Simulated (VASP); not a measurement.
A run of VASP 6.6.1 is set up as follows.

Contents of INCAR:

```
SYSTEM = AlGa7AsP7
PREC     = Accurate       ! precision mode
ENCUT    = 500            ! plane-wave cutoff, eV
EDIFF    = 1E-7           ! SCF threshold, eV
ISMEAR   = -1             ! smearing method
SIGMA    = 0.05           ! smearing width, eV
LREAL    = Auto         
LASPH    = .True.         ! aspherical terms in the spheres
NELM     = 120            ! most SCF steps
ALGO     = Normal         ! electronic algorithm
ISIF     = 8              ! what is computed and relaxed
LWAVE    = .False.        ! write WAVECAR
LCHARG   = .False.        ! write CHGCAR
GGA      = PS             ! functional
IBRION   = 2              ! ionic algorithm
NSW      = 100            ! ionic steps
EDIFFG   = -0.03          ! ionic threshold
ISYM     = -1           
GGA_COMPAT= .False.      
NELMIN   = 4            
KPAR     = 1
```

File KPOINTS:

```
explicit points
1
Reciprocal
  0.25000000   0.25000000   0.25000000 1
```

File POSCAR:

```
AlGa7AsP7
1.0
   10.9335220000      0.0000000000      0.0000000000
    0.0000000000     10.9335220000      0.0000000000
    0.0000000000      0.0000000000     10.9335220000
Ga Al P As
28 4 28 4
Direct
    0.0006770000      0.0005750000      0.0019470000
    0.0005490000      0.9980770000      0.4980470000
    0.9987250000      0.5003100000      0.9995360000
    0.0000260000      0.5022370000      0.4991840000
    0.4997440000      0.9999780000      0.0001940000
    0.5020610000      0.0006950000      0.5002360000
    0.5008270000      0.4975280000      0.5011190000
    0.2468870000      0.2492120000      0.0011300000
    0.2499600000      0.7459470000      0.0042320000
    0.2485570000      0.7529770000      0.4997170000
    0.7490780000      0.2490190000      0.9999040000
    0.7552490000      0.2487200000      0.4959190000
    0.7493030000      0.7488060000      0.0023510000
    0.7503040000      0.7501160000      0.4989330000
    0.2526470000      0.9975240000      0.2532040000
    0.2462040000      0.5011170000      0.2505430000
    0.2501700000      0.5002790000      0.7466690000
    0.7513880000      0.0002970000      0.2514530000
    0.7534660000      0.0018610000      0.7497140000
    0.7492840000      0.4999680000      0.2473000000
    0.7496320000      0.5040690000      0.7508100000
    0.9987300000      0.2498830000      0.2483120000
    0.9984730000      0.7493510000      0.2481550000
    0.9990200000      0.7483320000      0.7481460000
    0.4995600000      0.2509550000      0.2499780000
    0.4954980000      0.2496270000      0.7491290000
    0.4997640000      0.7507160000      0.2501850000
    0.4978130000      0.7509340000      0.7482270000
    0.4988530000      0.5000750000      0.0007800000
    0.2501520000      0.2504280000      0.5010600000
    0.2497870000      0.0008280000      0.7496070000
    0.0008850000      0.2493320000      0.7490120000
    0.1224220000      0.1244780000      0.1238240000
    0.1212750000      0.1255850000      0.6258250000
    0.1225950000      0.6248220000      0.1255990000
    0.1220930000      0.6221760000      0.6266830000
    0.6262630000      0.1224770000      0.6235650000
    0.6269440000      0.6230990000      0.1272260000
    0.6238920000      0.6238580000      0.6250660000
    0.3747130000      0.3738870000      0.1268130000
    0.3716120000      0.3745670000      0.6271460000
    0.3746920000      0.8776790000      0.1277620000
    0.3727750000      0.8734870000      0.6217530000
    0.8751780000      0.3735100000      0.1231730000
    0.8756310000      0.3755600000      0.6250710000
    0.8753470000      0.8760170000      0.1275700000
    0.8744450000      0.8731530000      0.6239990000
    0.3764230000      0.1250960000      0.3734790000
    0.3767420000      0.6249550000      0.3774450000
    0.3770830000      0.6222040000      0.8724030000
    0.8735170000      0.6263150000      0.3746430000
    0.8741570000      0.6281470000      0.8740190000
    0.1234960000      0.3765120000      0.3751390000
    0.1268530000      0.3761770000      0.8767090000
    0.1237600000      0.8775550000      0.3770050000
    0.1266180000      0.8753750000      0.8754080000
    0.6266440000      0.3757040000      0.3772830000
    0.6286880000      0.3724350000      0.8710700000
    0.6253890000      0.8749790000      0.3762760000
    0.6218840000      0.8765400000      0.8731850000
    0.6279920000      0.1240490000      0.1281880000
    0.3741850000      0.1256320000      0.8745180000
    0.8761080000      0.1271550000      0.3739710000
    0.8759850000      0.1242620000      0.8746490000
```

Potentials or basis: VASP PAW PBE potentials, release 64 (Ga_d, Al, P, As).

The run is started by

```bash
$ cat potpaw_PBE.64/Ga_d/POTCAR potpaw_PBE.64/Al/POTCAR potpaw_PBE.64/P/POTCAR potpaw_PBE.64/As/POTCAR > POTCAR
$ mpirun -np 4 vasp_std > vasp.out
```

**Question.** What does it give for the space group after relaxing (to 0.1 Å)?

**Answer.** P1 (No. 1).

**Question.** Predict the band gap on the k mesh.

**Answer.** 1.90 eV.

**Question.** What does it give for the relaxed cell?

**Answer.** a = 10.937 Å, b = 10.937 Å, c = 10.937 Å, α = 90.00°, β = 90.00°, γ = 90.00°.

Final structure:
```
Ga Al P As
1.0
    10.93733    0.00000    0.00000
     0.00000   10.93733    0.00000
     0.00000    0.00000   10.93733
Ga Al P As
28 4 28 4
Direct
  0.00355 0.99607 0.00390
  0.00286 0.99585 0.50281
  0.99955 0.50249 0.99940
  0.99956 0.50151 0.49909
  0.49902 0.99327 0.99981
  0.50012 0.99990 0.49948
  0.49949 0.50132 0.50037
  0.24726 0.25359 0.00364
  0.25022 0.74809 0.00087
  0.25028 0.74866 0.49949
  0.75012 0.25605 0.99939
  0.74749 0.25387 0.50286
  0.74962 0.74914 0.99980
  0.74955 0.74841 0.50022
  0.25102 0.99957 0.25092
  0.24940 0.50192 0.25084
  0.25042 0.50111 0.75004
  0.75051 0.99322 0.25105
  0.74687 0.99634 0.74694
  0.74997 0.50076 0.25021
  0.75005 0.50258 0.74999
  0.00289 0.25398 0.24641
  0.00034 0.74880 0.25039
  0.99933 0.74884 0.75083
  0.49623 0.25378 0.25444
  0.50269 0.25308 0.74681
  0.49961 0.74863 0.25097
  0.49911 0.74928 0.74912
  0.49922 0.50005 0.99968
  0.24958 0.25000 0.49923
  0.24637 0.99556 0.74666
  0.00338 0.25414 0.74634
  0.12619 0.12455 0.12625
  0.12562 0.12478 0.62398
  0.12464 0.62476 0.12520
  0.12464 0.62498 0.62491
  0.62439 0.12485 0.62386
  0.62449 0.62475 0.12508
  0.62417 0.62510 0.62498
  0.37345 0.37720 0.12693
  0.37454 0.37622 0.62389
  0.37401 0.87219 0.12631
  0.37525 0.87360 0.62319
  0.87551 0.37813 0.12418
  0.87456 0.37860 0.62473
  0.87556 0.87154 0.12514
  0.87468 0.87218 0.62483
  0.37460 0.12454 0.37599
  0.37470 0.62466 0.37525
  0.37474 0.62534 0.87454
  0.87448 0.62511 0.37466
  0.87428 0.62557 0.87499
  0.12508 0.37694 0.37472
  0.12505 0.37785 0.87559
  0.12586 0.87320 0.37482
  0.12506 0.87169 0.87601
  0.62413 0.37742 0.37604
  0.62516 0.37765 0.87316
  0.62400 0.87235 0.37614
  0.62431 0.87190 0.87374
  0.62367 0.12503 0.12627
  0.37340 0.12499 0.87392
  0.87623 0.12548 0.37575
  0.87654 0.12418 0.87416
```

Caveat: a shifted mesh leaves out Γ, where band edges can lie. A k mesh can miss the band edges.
